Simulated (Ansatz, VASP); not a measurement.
## Two plane-wave programs on Ti

The input INCAR:

```
SYSTEM = Ti
  ALGO = Normal
  EDIFF = 1E-6
  ENCUT = 520
  GGA = PS
  ISIF = 2
  ISMEAR = 0
  LASPH = .TRUE.
  LCHARG = .TRUE.
  LELF = .TRUE.
  LREAL = .FALSE.
  LVHAR = .TRUE.
  LWAVE = .FALSE.
  NBANDS = 12
  NELM = 80
  PREC = Accurate
  SIGMA = 0.15
```

Contents of KPOINTS:

```
k-points
0
G
  20 20 20
  0 0 0
```

The input POSCAR:

```
Ti
1.0
    0.0000000000      2.0300000000      2.1061250000
    2.0300000000      0.0000000000      2.1061250000
    2.0300000000      2.0300000000      0.0000000000
Ti
1
Direct
    0.0000000000      0.0000000000      0.0000000000
```

Input for Ansatz:

```yaml
crystal:
  lattice:
    - [0.0, 2.03, 2.106125]
    - [2.03, 0.0, 2.106125]
    - [2.03, 2.03, 0.0]
  atoms:
    - { symbol: Ti, position: [0.0, 0.0, 0.0] }
basis:
  ecutwfc: 420
kpoints:
  mp_grid: { grid: [20, 20, 20] }
hamiltonian:
  xc: pbesol
scf:
  occupations: { method: gaussian, width: 0.15 }
output:
  forces: true
  stress: true
  eigenvalues: true
```

Change from the starting cell: strain +0.0375 x Voigt [0, 0, 1, 0, 0, 0], atoms carried along.

Alike in both runs: task single point; functional PBEsol; k mesh 20 × 20 × 20; occupations gaussian, width 0.15 eV; no spin polarisation.

|  | VASP | Ansatz |
| --- | --- | --- |
| version | VASP 6.6.1 | Ansatz 0.2.0 |
| potentials or method | VASP PAW PBE potentials, release 64 (Ti_sv), cutoff 520 eV | scalar-relativistic, plane waves, PAW |
| valence electrons in the cell | 12 | 12 |

VASP gave:

```
gap on the k mesh at the Fermi level (eV)                     : none
pressure (GPa)                                                : -4.4
traceless stress, the component that is largest in VASP (GPa) : -0.84
```

Task: Which values does Ansatz return?

Result: gap on the k mesh at the Fermi level (eV): none; pressure (GPa): -4.2; traceless stress, the component that is largest in VASP (GPa): -0.84.

VASP's potentials were made for PBE, not for PBEsol. A gap of «none» marks a metal or a gap that the smearing closes. With one functional, cell and mesh, what is left measures potentials, basis and numerics.
